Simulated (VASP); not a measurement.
# Mg3GeN (P6/mmm) in VASP: a series of runs, part 2 of 2

VASP 6.6.1.

**6. Relaxation of cell and atoms, PBE**

This run uses another cell than the first one, of 23.41 Å³/atom, 1.334 times its volume.

File INCAR:

```
SYSTEM = Mg3GeN
  ALGO = Normal
  EDIFF = 1E-7
  EDIFFG = -0.01
  ENCUT = 600
  GGA = PE
  IBRION = 2
  ISIF = 3
  ISMEAR = 0
  LASPH = .TRUE.
  LCHARG = .FALSE.
  LREAL = .FALSE.
  LWAVE = .FALSE.
  NELM = 100
  NSW = 100
  PREC = Accurate
  SIGMA = 0.1
```

File KPOINTS:

```
k-points
0
G
  6 6 10
  0 0 0
```

File POSCAR:

```
Mg3GeN
1.0
    5.9626134993      0.0000000000      0.0000000000
   -2.9813067496      5.1637747633      0.0000000000
    0.0000000000      0.0000000000      3.8023592585
Mg Ge N
3 1 1
Direct
    0.5000000000      0.0000000000      0.0000000000
    0.0000000000      0.5000000000      0.0000000000
    0.5000000000      0.5000000000      0.0000000000
    0.0000000000      0.0000000000      0.0000000000
    0.0000000000      0.0000000000      0.5000000000
```

Potentials or basis: VASP PAW PBE potentials, release 64 (Mg, Ge_d, N).

Run with:

```sh
$ cat potpaw_PBE.64/Mg/POTCAR potpaw_PBE.64/Ge_d/POTCAR potpaw_PBE.64/N/POTCAR > POTCAR
$ mpirun -np 1 vasp_std > vasp.out
```

OUTCAR:

```text
SYSTEM = Mg3GeN
   EDIFF = 1E-7
   EDIFFG = -0.01
   ENCUT = 600
   GGA = PE
   IBRION = 2
   ISIF = 3
   ISMEAR = 0
   LASPH = .TRUE.
   LREAL = .FALSE.
   NELM = 100
   NSW = 100
   PREC = Accurate

 ion  position               nearest neighbor table
   1  0.500  0.000  0.000-   3 2.98   3 2.98   2 2.98   2 2.98   4 2.98   4 2.98
   2  0.000  0.500  0.000-   4 2.98   4 2.98   1 2.98   1 2.98   3 2.98   3 2.98
   3  0.500  0.500  0.000-   1 2.98   1 2.98   4 2.98   4 2.98   2 2.98   2 2.98
   4  0.000  0.000  0.000-   5 1.90   5 1.90   2 2.98   2 2.98   3 2.98   3 2.98   1 2.98   1 2.98

   5  0.000  0.000  0.500-   4 1.90   4 1.90

  LATTYP: Found a hexagonal cell.
 ALAT       =     5.9626134993
 C/A-ratio  =     0.6377001057

  Lattice vectors:

 A1 = (   5.9626134993,   0.0000000000,   0.0000000000)
[... 383 lines left out ...]
  ---------------------------------------------------
  ext. energy  EPLUGINS =         0.00000000
  ---------------------------------------------------
  free energy    TOTEN  =       -14.26198709 eV

  energy without entropy =      -14.25215361  energy(sigma->0) =      -14.25707035

 E-fermi :   2.6048     XC(G=0):  -8.4477

 val. band max:        2.5653326314   @ k =   0.3333   0.1667   0.4000
 cond. band min:       2.6063482109   @ k =   0.1667  -0.0000   0.0000
 fundamental gap:      0.0410155795
 Fermi energy:         2.6048254799

 k-point     1 :       0.0000    0.0000    0.0000
  band No.  band energies     occupation
      1     -22.1685      2.00000
      2     -22.0845      2.00000
      3     -22.0845      2.00000
      4     -21.9986      2.00000
      5     -21.9986      2.00000
      6     -12.4032      2.00000
[... 433 lines left out ...]
      3     -22.0842      2.00000
      4     -22.0041      2.00000
      5     -22.0041      2.00000
      6     -12.0436      2.00000
[... 8 lines left out ...]
     15       4.5202      0.00000
     16       4.6099      0.00000

 [... further k-points ...]
[... 5 lines left out ...]
  --------------------------------------------------------------------------------------
  -------------------------------------------------------------------------------------
  Total        0.0144462      0.0144462      0.0231323      0.0000000     -0.0000000      0.0000000
  in kB        0.2027678      0.2027678      0.3246859      0.0000000     -0.0000000      0.0000000
  external PRESSURE =       0.2434072 kB  Pullay stress =       0.0000000 kB
[... 20 lines left out ...]
  FREE ENERGIE OF THE ION-ELECTRON SYSTEM (eV)
  ---------------------------------------------------
  free  energy   TOTEN  =       -14.2619870949 eV

  energy  without entropy=      -14.2521536081  energy(sigma->0) =      -14.25707035

 reached required accuracy - stopping structural energy minimisation
```

OSZICAR:

```text
N       E                     dE             d eps       ncg     rms          rms(c)
DAV:   1     0.146260019997E+03    0.14626E+03   -0.12410E+04  1360   0.225E+03
DAV:   2     0.962903809007E+01   -0.13663E+03   -0.13541E+03  1440   0.456E+02
DAV:   3    -0.167258964810E+02   -0.26355E+02   -0.25986E+02  1856   0.137E+02
DAV:   4    -0.178002009676E+02   -0.10743E+01   -0.10676E+01  1408   0.317E+01
[... 56 lines left out ...]
DAV:   2    -0.142620572428E+02    0.74834E-04   -0.18918E-03  1752   0.226E-01    0.559E-02
DAV:   3    -0.142619981058E+02    0.59137E-04   -0.42307E-04  1696   0.102E-01    0.217E-02
DAV:   4    -0.142619871588E+02    0.10947E-04   -0.40150E-05  1920   0.611E-02    0.458E-03
DAV:   5    -0.142619871083E+02    0.50452E-07   -0.27655E-06  1696   0.171E-02    0.192E-03
DAV:   6    -0.142619870949E+02    0.13420E-07   -0.23440E-07   920   0.363E-03
   6 F= -.14261987E+02 E0= -.14257070E+02  d E =-.383300E-03
```

Wall time 5.7 min (1 thread of Oxide Virtual Turin-like, shared host); peak memory 0.31 GiB.

Results:

```yaml
Free_energy: -14.2620 eV
Relaxed_volume: 22.83 Å³/atom
Relaxed_cell: a = 5.904 Å, b = 5.904 Å, c = 3.781 Å, α = 90.00°, β = 90.00°, γ = 120.00°
Space_group_after_relaxing_to_0.05_Å: P6/mmm (No. 191)
Energy_gained_by_relaxing: 1.9 meV/atom
Ionic_steps: 6
Pressure_after_relaxing: 0.0 GPa
```

The path:
| step | energy change (eV) | largest force (eV/Å) | pressure (GPa) | volume (Å³) |
| --- | --- | --- | --- | --- |
| 1 | 0.0000 | 0.0000 | -0.99 | 117.07 |
| 2 | -0.0087 | 0.0000 | -0.12 | 114.64 |
| 3 | -0.0089 | 0.0000 | -0.01 | 114.31 |
| 4 | -0.0089 | 0.0000 | 0.03 | 114.25 |
| 5 | -0.0092 | 0.0000 | 0.02 | 114.17 |
| 6 | -0.0093 | 0.0000 | 0.02 | 114.15 |

Final structure:
```cif
data_structure
_symmetry_space_group_name_H-M 'P 1'
_symmetry_Int_Tables_number 1
_cell_length_a 5.9040
_cell_length_b 5.9040
_cell_length_c 3.7813
_cell_angle_alpha 90.000
_cell_angle_beta 90.000
_cell_angle_gamma 120.000
_cell_volume 114.15
loop_
_atom_site_label
_atom_site_type_symbol
_atom_site_fract_x
_atom_site_fract_y
_atom_site_fract_z
_atom_site_occupancy
Mg1 Mg 0.50000 0.00000 0.00000 1
Mg2 Mg 0.00000 0.50000 0.00000 1
Mg3 Mg 0.50000 0.50000 0.00000 1
Ge1 Ge 0.00000 0.00000 0.00000 1
N1 N 0.00000 0.00000 0.50000 1
```

**7. The runs side by side**

| task | cell | k mesh | cutoff (eV) | gap on the mesh (eV) | pressure (GPa) | relaxed volume (Å³/atom) |
| --- | --- | --- | --- | --- | --- | --- |
| single point | a = 4.564, b = 4.564, c = 4.867 Å, angles 90.0, 90.0, 120.0°, 5 atoms | 6 × 6 × 4 | 520 | none | 43.9 | - |
| single point | a = 5.963, b = 5.963, c = 3.802 Å, angles 90.0, 90.0, 120.0°, 5 atoms | 6 × 6 × 4 | 520 | none | -0.1 | - |
| single point | a = 5.912, b = 5.912, c = 3.785 Å, angles 90.0, 90.0, 120.0°, 5 atoms | 6 × 6 × 10 | 520 | none | -0.1 | - |
| relaxation of cell and atoms | relaxed from a = 4.564, b = 4.564, c = 4.867 Å, angles 90.0, 90.0, 120.0°, 5 atoms | 6 × 6 × 4 | 600 | none | 0.1 | 22.92 |
| relaxation of cell and atoms | relaxed from a = 5.963, b = 5.963, c = 3.802 Å, angles 90.0, 90.0, 120.0°, 5 atoms | 6 × 6 × 10 | 600 | none | 0.0 | 22.83 |

Alike in all rows: level PBE; potentials or basis VASP PAW PBE potentials, release 64 (Mg, Ge_d, N); no spin polarisation; smearing gaussian 0.1 eV.

Caveats: some runs use coarse meshes; the volume moved by over 15 % at a fixed basis, so the end points are rough (some runs).

Total energies depend on the potentials used, so only differences within one code and one set of settings carry meaning.
